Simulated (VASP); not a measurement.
The system is MgO.

```
Mg O
1.0
     0.00000    2.10217    2.10217
     2.10217    0.00000    2.10217
     2.10217    2.10217    0.00000
Mg O
1 1
Direct
  0.00000 0.00000 0.00000
  0.50000 0.50000 0.50000
```

Program: VASP 6.6.1. Alike in all runs: task single point; potentials or basis VASP PAW PBE potentials, release 64 (Mg, O); no spin polarisation; cell as given; smearing gaussian 0.01 eV.

Q: Order these runs on this cell by their pressure, lowest first.
A. level HF; k mesh 6 × 6 × 6; cutoff (eV) 520; grid for exact exchange (PRECFOCK) Normal; share of exact exchange 1
B. level PBEsol; k mesh 8 × 8 × 8; cutoff (eV) 600
C. level PBEsol+D3(BJ); k mesh 8 × 8 × 8; cutoff (eV) 600
D. level PBE-based screened hybrid with 75 % exact exchange; k mesh 6 × 6 × 6; cutoff (eV) 520; grid for exact exchange (PRECFOCK) Normal; share of exact exchange 0.75; screening parameter 0.1 1/Å
E. level PBE; k mesh 4 × 4 × 4; cutoff (eV) 600

A: D (-11.3 GPa), C (-4.0 GPa), A (-1.7 GPa), B (0.4 GPa), E (4.7 GPa).

Caveats: some runs use coarse meshes; the PAW data sets were made with another functional, which shifts forces and pressure a little (at least some runs); the cell stands under tension (at least some runs).
